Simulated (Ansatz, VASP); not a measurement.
# One calculation of Zr3MoS, two programs

```
Zr Mo S
1.0
     3.47821    0.00000    0.00000
     0.00000    3.47821    0.00000
     0.00000    0.00000    8.38580
Zr Mo S
3 1 1
Direct
  0.00000 0.00000 0.32448
  0.00000 0.00000 0.69449
  0.50000 0.50000 0.94857
  0.50000 0.50000 0.51148
  0.00000 0.00000 0.02099
```

Change from the starting cell: the structure that the rattled cell fell into.

Alike in both runs: task single point; functional PBE; k mesh 6 × 6 × 2; occupations gaussian, width 0.1 eV; collinear spin.

|  | VASP | Ansatz |
| --- | --- | --- |
| version | VASP 6.6.1 | Ansatz 0.2.0 |
| potentials or method | VASP PAW PBE potentials, release 64 (Zr_sv, Mo_sv, S), cutoff 520 eV | scalar-relativistic, plane waves, PAW |
| valence electrons in the cell | 56 | 56 |

|  | VASP | Ansatz | Ansatz less VASP |
| --- | --- | --- | --- |
| gap on the k mesh at the Fermi level (eV) | none | none | - |
| pressure (GPa) | 0.1 | 0.1 | -0.06 |
| traceless stress, the component that is largest in VASP (GPa) | 0.11 | 0.10 | -0.001 |
| rms of the force components (eV/Å) | 0.010 | 0.008 | -0.0018 |
| net moment per atom (μB) | 0.00 | 0.00 | 0.000 |

Atom by atom the forces differ by 0.002 eV/Å (rms over components). A gap of «none» marks a metal or a gap that the smearing closes. With one functional, cell and mesh, what is left measures potentials, basis and numerics. Ansatz's warnings: seeded moment not kept.

The k mesh is coarse, so the values compare programs but aren't converged.
